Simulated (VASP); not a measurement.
Set up this calculation in VASP 6.6.1, as the native input.

* Task: single point
* Functional: PBE
* Dispersion: D3(BJ)
* Potentials or basis: VASP PAW PBE potentials, release 64 (Mo_sv, S)
* Cutoff: 500 eV
* k mesh: 12 × 12 × 6
* Occupations: gaussian, width 0.05 eV
* Spin: no spin polarisation
* Dipole correction: no
* Further INCAR settings: ALGO = Normal; EDIFF = 1e-06; NBANDS = 20

The structure of MoS2 lies in POSCAR:

```
MoS2
1.0
    3.0630833798      0.0000000000      0.0000000000
   -1.5315416899      2.6527080208      0.0000000000
    0.0000000000      0.0000000000      6.4626448463
Mo S
1 2
Direct
    0.0000000000      0.0000000000      0.0000000000
    0.3333333333      0.6666666667      0.2357940733
    0.3333333333      0.6666666667      0.7642059267
```

These files were run (other wordings do the same):

INCAR

```
SYSTEM = MoS2
PREC     = Accurate       ! precision mode
ENCUT    = 500            ! plane-wave cutoff, eV
EDIFF    = 1E-6           ! SCF threshold, eV
ISMEAR   = 0              ! smearing method
SIGMA    = 0.05           ! smearing width, eV
LREAL    = .False.        ! projectors in reciprocal space
LASPH    = .True.         ! aspherical terms in the spheres
NELM     = 120            ! most SCF steps
ALGO     = Normal         ! electronic algorithm
ISIF     = 2              ! what is computed and relaxed
LWAVE    = .False.        ! write WAVECAR
LCHARG   = .False.        ! write CHGCAR
GGA      = PE             ! functional
IVDW     = 12             ! dispersion correction
NBANDS   = 20             ! bands
GGA_COMPAT= .False.
```

KPOINTS

```
Automatic mesh
0
Gamma
  12 12 6
  0 0 0
```

Potentials or basis: VASP PAW PBE potentials, release 64 (Mo_sv, S).

The run is started by

```console
$ cat potpaw_PBE.64/Mo_sv/POTCAR potpaw_PBE.64/S/POTCAR > POTCAR
$ mpirun -np 1 vasp_std > vasp.out
```

It gave:

| Property | Result |
| --- | --- |
| Pressure | 13.9 GPa |
| Largest force | 1.504 eV/Å |
| Band gap on the k mesh | 1.21 eV (least direct gap 1.97 eV) |
| Dispersion energy per atom | -0.433 eV |

Caveat: the cell stands under pressure; forces of over 1 eV/Å act on the atoms, so gaps and moduli don't describe the material at rest.

Run time: 46 s on 1 thread of Intel(R) Xeon(R) Platinum 8488C (Sapphire Rapids), with other jobs on the host, peak memory 0.22 GiB.
